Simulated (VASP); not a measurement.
# BeSiSb2 (P-4m2) in VASP: single point with PBE

Aim: the single point of BeSiSb2 with PBE.

Program: VASP 6.6.1. These are calculated values, not measurements. Logs are shortened: lines on timing, memory, paths and dates and some standing lists are left out, and cuts for length are marked.

### Step 1. The cell of the first run

The structure is tetragonal, space group P-4m2 (No. 115). The conventional cell has a = 4.336 Å, b = 4.336 Å, c = 5.536 Å, α = 90.00°, β = 90.00°, γ = 90.00°. Be (site symmetry -4m2) has 4 Sb at 2.50 Å within 3.3 Å. Within 3.3 Å of Sb (site symmetry 2mm) lie 2 Be at 2.50 Å and 2 Si at 2.65 Å. Si (site symmetry -4m2) has 4 Sb at 2.65 Å within 3.5 Å.

### Step 2. Single point, PBE (epitaxial xy strain +5.2%)

INCAR reads:

```
SYSTEM = BeSiSb2
PREC = Accurate
ENCUT = 520
EDIFF = 1E-6
ISMEAR = -1
SIGMA = 0.02
LREAL = .False.
LASPH = .True.
NELM = 100
ALGO = Normal
ISIF = 2
LWAVE = .False.
LCHARG = .False.
GGA = PE
NBANDS = 16
```

KPOINTS reads:

```
Automatic mesh
0
Gamma
  6 6 4
  0 0 0
```

POSCAR reads:

```
BeSiSb2
1.0
    4.3361868088      0.0000000000      0.0000000000
    0.0000000000      4.3361868088      0.0000000000
    0.0000000000      0.0000000000      5.5360859465
Be Sb Si
1 2 1
Direct
    0.0000000000      0.0000000000      0.0000000000
    0.0000000000      0.5000000000      0.2234587141
    0.5000000000      0.0000000000      0.7765412859
    0.5000000000      0.5000000000      0.5000000000
```

Potentials or basis: VASP PAW PBE potentials, release 64 (Be, Sb, Si).

Run with:

```console
$ cat potpaw_PBE.64/Be/POTCAR potpaw_PBE.64/Sb/POTCAR potpaw_PBE.64/Si/POTCAR > POTCAR
$ mpirun -np 1 vasp_std > vasp.out
```

OUTCAR:

```text
SYSTEM = BeSiSb2
   PREC = Accurate
   ENCUT = 520
   EDIFF = 1E-6
   ISMEAR = -1
   LREAL = .False.
   LASPH = .True.
   NELM = 100
   ISIF = 2
   GGA = PE

 ion  position               nearest neighbor table
   1  0.000  0.000  0.000-   2 2.50   3 2.50   2 2.50   3 2.50
   2  0.000  0.500  0.223-   1 2.50   1 2.50   4 2.65   4 2.65
   3  0.500  0.000  0.777-   1 2.50   1 2.50   4 2.65   4 2.65
   4  0.500  0.500  0.500-   2 2.65   3 2.65   3 2.65   2 2.65

  LATTYP: Found a simple tetragonal cell.
 ALAT       =     4.3361868088
 C/A-ratio  =     1.2767175840

  Lattice vectors:

 A1 = (   4.3361868088,   0.0000000000,   0.0000000000)
 A2 = (   0.0000000000,   4.3361868088,   0.0000000000)
 A3 = (   0.0000000000,   0.0000000000,   5.5360859465)

Analysis of symmetry for initial positions (statically):
=====================================================================
 Subroutine PRICEL returns:
 Original cell was already a primitive cell.

 Routine SETGRP: Setting up the symmetry group for a
 simple tetragonal supercell.

 Subroutine GETGRP returns: Found  8 space group operations
 (whereof  8 operations were pure point group operations)
 out of a pool of 16 trial point group operations.

The static configuration has the point symmetry D_2d.

Analysis of symmetry for dynamics (positions and initial velocities):
=====================================================================
 Subroutine PRICEL returns:
 Original cell was already a primitive cell.

 Routine SETGRP: Setting up the symmetry group for a
 simple tetragonal supercell.

 Subroutine GETGRP returns: Found  8 space group operations
 (whereof  8 operations were pure point group operations)
 out of a pool of 16 trial point group operations.

The dynamic configuration has the point symmetry D_2d.

 Subroutine INISYM returns: Found  8 space group operations
 (whereof  8 operations are pure point group operations),
 and found     1 'primitive' translations

----------------------------------------------------------------------------------------

                                     Primitive cell

  volume of cell :     104.0923

  direct lattice vectors                    reciprocal lattice vectors
     4.336186809  0.000000000  0.000000000     0.230617371  0.000000000  0.000000000
     0.000000000  4.336186809  0.000000000     0.000000000  0.230617371  0.000000000
     0.000000000  0.000000000  5.536085947     0.000000000  0.000000000  0.180633034

  length of vectors
     4.336186809  4.336186809  5.536085947     0.230617371  0.230617371  0.180633034

  position of ions in fractional coordinates (direct lattice)
     0.000000000  0.000000000  0.000000000
     0.000000000  0.500000000  0.223458714
     0.500000000  0.000000000  0.776541286
     0.500000000  0.500000000  0.500000000

  ion indices of the primitive-cell ions
   primitive index   ion index
                 1           1
                 2           2
                 3           3
                 4           4

----------------------------------------------------------------------------------------

 KPOINTS: Automatic mesh

Automatic generation of k-mesh.
 Grid dimensions read from file:
 generate k-points for:    6    6    4

 Generating k-lattice:

  Cartesian coordinates                     Fractional coordinates (reciprocal lattice)
     0.038436228  0.000000000  0.000000000     0.166666667  0.000000000  0.000000000
     0.000000000  0.038436228  0.000000000     0.000000000  0.166666667  0.000000000
     0.000000000  0.000000000  0.045158258     0.000000000  0.000000000  0.250000000

  Length of vectors
     0.038436228  0.038436228  0.045158258

  Shift w.r.t. Gamma in fractional coordinates (k-lattice)
     0.000000000  0.000000000  0.000000000

 Subroutine IBZKPT returns following result:
 ===========================================

 Found     30 irreducible k-points:

 Following reciprocal coordinates:
            Coordinates               Weight
  0.000000  0.000000  0.000000      1.000000
  0.166667  0.000000  0.000000      4.000000
  0.333333  0.000000  0.000000      4.000000
  0.500000  0.000000  0.000000      2.000000
  0.166667  0.166667  0.000000      4.000000
  0.333333  0.166667  0.000000      8.000000
[... 16 lines left out ...]
  0.333333  0.000000  0.500000      4.000000
  0.500000  0.000000  0.500000      2.000000
 [... further k-points ...]
   k-points           NKPTS =     30   k-points in BZ     NKDIM =     30   number of bands    NBANDS=     16
   number of dos      NEDOS =    301   number of ions     NIONS =      4
   total plane-waves  NPLWV =  43008
   dimension x,y,z NGX =    32 NGY =   32 NGZ =   42
   dimension x,y,z NGXF=    64 NGYF=   64 NGZF=   84
   ions per type =               1   2   1
   NGX,Y,Z   is equivalent  to a cutoff of  12.27, 12.27, 12.61 a.u.
   NGXF,Y,Z  is equivalent  to a cutoff of  24.54, 24.54, 25.22 a.u.
 SYSTEM =  BeSiSb2
   PREC   = accura    normal or accurate (medium, high low for compatibility)
   ISTART =      0    job   : 0-new  1-cont  2-samecut
   ICHARG =      2    charge: 1-file 2-atom 10-const
   ISPIN  =      1    spin polarized calculation?
   LNONCOLLINEAR =      F non collinear calculations
   LSORBIT =      F    spin-orbit coupling
   LASPH  =      T    aspherical Exc in radial PAW
   ENCUT  =  520.0 eV  38.22 Ry    6.18 a.u.   8.06  8.06 10.29*2*pi/ulx,y,z
   NELM   =    100;   NELMIN=  2; NELMDL= -5     # of ELM steps
   EDIFF  = 0.1E-05   stopping-criterion for ELM
   LREAL  =      F    real-space projection
   EDIFFG = 0.1E-04   stopping-criterion for IOM
   NSW    =      0    number of steps for IOM
   IBRION =     -1    ionic relax: 0-MD 1-quasi-New 2-CG
   NFREE  =      0    steps in history (QN), initial steepest desc. (CG)
   ISIF   =      2    stress and relaxation
   ISYM   =      2    0-nonsym 1-usesym 2-fastsym
   POTIM  = 0.5000    time-step for ionic-motion
   TEBEG  =    0.0;   TEEND  =   0.0 temperature during run
   PSTRESS=    0.0 pullay stress
   NELECT =      16.0000    total number of electrons
   NUPDOWN=      -1.0000    fix difference up-down
   EMIN   =  10.00;   EMAX   =-10.00  energy-range for DOS
   EFERMI =   0.00;   METHOD = LEGACY
   ISMEAR =    -1;   SIGMA  =   0.02  broadening in eV -4-tet -1-fermi 0-gaus
   EFERMI_NEDOS =   21; number of points for ismear=-14 and -15
   IALGO  =     38    algorithm
   IMIX   =      4    mixing-type and parameters
     AMIX     =   0.40;   BMIX     =  1.00
     AMIX_MAG =   1.60;   BMIX_MAG =  1.00
  volume/ion in A,a.u.               =      26.02       175.61
  Fermi-wavevector in a.u.,A,eV,Ry     =   0.876951  1.657197 10.463461  0.769043
  Thomas-Fermi vector in A             =   1.996832
   LORBIT       =      0    0 simple, 1 ext, 2 COOP (PROOUT), +10 PAW based schemes
   GGA     = PE    functional components
   LHFCALC =     F    Hartree Fock is set to
   AEXX    =    0.0000 exact exchange contribution
   IVDW    =     0    specifies the selected vdW correction
   LEPSILON=     F    determine dielectric tensor
   LRPA    =     F    only Hartree local field effects (RPA)
 non-spin polarized calculation
  energy-cutoff  :      520.00
  volume of cell :      104.09
 maximum number of plane-waves:      2864
   NGX = 17   NGY = 17   NGZ = 21

 number of electron      15.9999999 magnetization

 Free energy of the ion-electron system (eV)
  ---------------------------------------------------
  ext. energy  EPLUGINS =         0.00000000
  ---------------------------------------------------
  free energy    TOTEN  =       -16.97297831 eV

  energy without entropy =      -16.97219356  energy(sigma->0) =      -16.97258593

 E-fermi :   4.9286     XC(G=0):  -8.8384

 val. band max:        4.9102022236   @ k =   0.0000   0.0000   0.0000
 cond. band min:       4.9433007852   @ k =   0.0000   0.0000   0.0000
 fundamental gap:      0.0330985616
 Fermi energy:         4.9286117090

 k-point     1 :       0.0000    0.0000    0.0000
  band No.  band energies     occupation
      1      -6.4325      2.00000
      2      -3.6392      2.00000
      3      -1.1431      2.00000
      4       1.9498      2.00000
      5       1.9498      2.00000
      6       4.9102      1.43028
[... 8 lines left out ...]
     15      11.6156      0.00000
     16      12.5644      0.00000

 k-point     2 :       0.1667    0.0000    0.0000
  band No.  band energies     occupation
      1      -6.2590      2.00000
      2      -3.6973      2.00000
      3      -1.1663      2.00000
      4       1.4533      2.00000
      5       2.1065      2.00000
      6       3.5546      2.00000
[... 8 lines left out ...]
     15      11.8009      0.00000
     16      12.2762      0.00000

 k-point     3 :       0.3333    0.0000    0.0000
  band No.  band energies     occupation
      1      -5.7768      2.00000
      2      -4.0454      2.00000
      3      -1.1718      2.00000
      4       1.2970      2.00000
      5       2.0692      2.00000
      6       2.5287      2.00000
[... 8 lines left out ...]
     15      11.1267      0.00000
     16      11.5619      0.00000

 k-point     4 :       0.5000    0.0000    0.0000
  band No.  band energies     occupation
      1      -5.3155      2.00000
      2      -4.5013      2.00000
      3      -1.0792      2.00000
      4       1.4057      2.00000
      5       1.6766      2.00000
      6       2.3786      2.00000
[... 8 lines left out ...]
     15      10.5710      0.00000
     16      11.6060      0.00000

 k-point     5 :       0.1667    0.1667    0.0000
  band No.  band energies     occupation
      1      -6.0846      2.00000
      2      -3.7161      2.00000
      3      -1.2555      2.00000
      4       1.5195      2.00000
      5       1.7033      2.00000
      6       3.0783      2.00000
[... 8 lines left out ...]
     15      11.1276      0.00000
     16      11.4835      0.00000

 k-point     6 :       0.3333    0.1667    0.0000
  band No.  band energies     occupation
      1      -5.5987      2.00000
      2      -3.9714      2.00000
      3      -1.4171      2.00000
      4       1.4459      2.00000
      5       1.8303      2.00000
      6       2.0531      2.00000
[... 8 lines left out ...]
     15      10.1559      0.00000
     16      11.0417      0.00000
[... 267 lines left out ...]
 k-point    21 :       0.0000    0.0000    0.5000
  band No.  band energies     occupation
      1      -5.7861      2.00000
      2      -5.0941      2.00000
      3       0.7627      2.00000
      4       2.5979      2.00000
      5       2.6718      2.00000
      6       2.6718      2.00000
[... 8 lines left out ...]
     15      11.1384      0.00000
     16      11.1384      0.00000

 k-point    22 :       0.1667    0.0000    0.5000
  band No.  band energies     occupation
      1      -5.6410      2.00000
      2      -4.9658      2.00000
      3      -0.0821      2.00000
      4       1.5691      2.00000
      5       2.7514      2.00000
      6       3.1122      2.00000
[... 8 lines left out ...]
     15      10.2765      0.00000
     16      10.3903      0.00000

 k-point    23 :       0.3333    0.0000    0.5000
  band No.  band energies     occupation
      1      -5.2995      2.00000
      2      -4.6284      2.00000
      3      -1.4314      2.00000
      4       0.4290      2.00000
      5       2.9251      2.00000
      6       3.5701      2.00000
[... 8 lines left out ...]
     15      10.9762      0.00000
     16      11.4768      0.00000

 k-point    24 :       0.5000    0.0000    0.5000
  band No.  band energies     occupation
      1      -5.0964      2.00000
      2      -4.3640      2.00000
      3      -2.1083      2.00000
      4      -0.0482      2.00000
      5       3.0206      2.00000
      6       3.8181      2.00000
[... 8 lines left out ...]
     15      11.5835      0.00000
     16      12.2616      0.00000

 [... further k-points ...]

------------------------ aborting loop because EDIFF is reached ----------------------------------------

  FORCE on cell =-STRESS in cart. coord.  units (eV):
  Direction    XX          YY          ZZ          XY          YZ          ZX
  --------------------------------------------------------------------------------------
  -------------------------------------------------------------------------------------
  Total       -2.2804017     -2.2804017      0.5936822      0.0000000     -0.0000000      0.0000000
  in kB      -35.0996795    -35.0996795      9.1378883      0.0000000     -0.0000000      0.0000000
  external PRESSURE =     -20.3538236 kB  Pullay stress =       0.0000000 kB

 VOLUME and BASIS-vectors are now :
 -----------------------------------------------------------------------------
  energy-cutoff  :      520.00
  volume of cell :      104.09
      direct lattice vectors                 reciprocal lattice vectors
     4.336186809  0.000000000  0.000000000     0.230617371  0.000000000  0.000000000
     0.000000000  4.336186809  0.000000000     0.000000000  0.230617371  0.000000000
     0.000000000  0.000000000  5.536085947     0.000000000  0.000000000  0.180633034

 POSITION                                       TOTAL-FORCE (eV/Angst)
 -----------------------------------------------------------------------------------
      0.00000      0.00000      0.00000        -0.000000      0.000000      0.000000
      0.00000      2.16809      1.23709         0.000000      0.000000     -0.148535
      2.16809      0.00000      4.29900        -0.000000     -0.000000      0.148535
      2.16809      2.16809      2.76804        -0.000000     -0.000000      0.000000
 -----------------------------------------------------------------------------------
    total drift:                                0.000000      0.000000     -0.000000

  FREE ENERGIE OF THE ION-ELECTRON SYSTEM (eV)
  ---------------------------------------------------
  free  energy   TOTEN  =       -16.9729783103 eV

  energy  without entropy=      -16.9721935591  energy(sigma->0) =      -16.97258593
```

It used 28 s of CPU time on 1 thread of AMD EPYC 7R13 Processor (Zen 3), on a shared host.

What came out:

```yaml
Free_energy: -16.9730 eV
Pressure: -2.0 GPa
Largest_force: 0.149 eV/Å
Band_gap_on_the_k_mesh: zero (band 8 reaches 4.94 eV, above the bottom of band 9 at 4.90 eV)
```

Forces in eV/Å, atoms in the order of the input:
```
Be   0.000  0.000  0.000
Sb   0.000  0.000 -0.149
Sb   0.000  0.000  0.149
Si   0.000  0.000  0.000
```

Caveat: the cell differs from its parent crystal (epitaxial xy strain +5.2%); spin-orbit coupling is left out, which moves the levels of the heavy elements.
